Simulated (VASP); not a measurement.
Here is a VASP 6.6.1 calculation.

INCAR

```
SYSTEM = NaI
PREC = Accurate
ENCUT = 520
EDIFF = 1E-8
ISMEAR = -1
SIGMA = 0.01
LREAL = .False.
LASPH = .True.
NELM = 100
ALGO = Normal
ISIF = 2
LWAVE = .False.
LCHARG = .False.
GGA = PE
LEFG = .True.
NBANDS = 14
```

The input KPOINTS:

```
regular mesh
0
Gamma
  7 7 7
  0 0 0
```

File POSCAR:

```
NaI
1.0
    0.0000000000      3.2998749385      3.2998749385
    3.2998749385      0.0000000000      3.2998749385
    3.2998749385      3.2998749385      0.0000000000
Na I
1 1
Direct
    0.0000000000      0.0000000000      0.0000000000
    0.5000000000      0.5000000000      0.5000000000
```

Potentials or basis: VASP PAW PBE potentials, release 64 (Na_pv, I).

Command:

```sh
$ cat potpaw_PBE.64/Na_pv/POTCAR potpaw_PBE.64/I/POTCAR > POTCAR
$ mpirun -np 1 vasp_std > vasp.out
```

Q: What does it give for the band gap on the k mesh?

A: 3.49 eV.

Q: Estimate the pressure.

A: -0.4 GPa.

Caveat: spin-orbit coupling is left out, which moves the levels of the heavy elements.
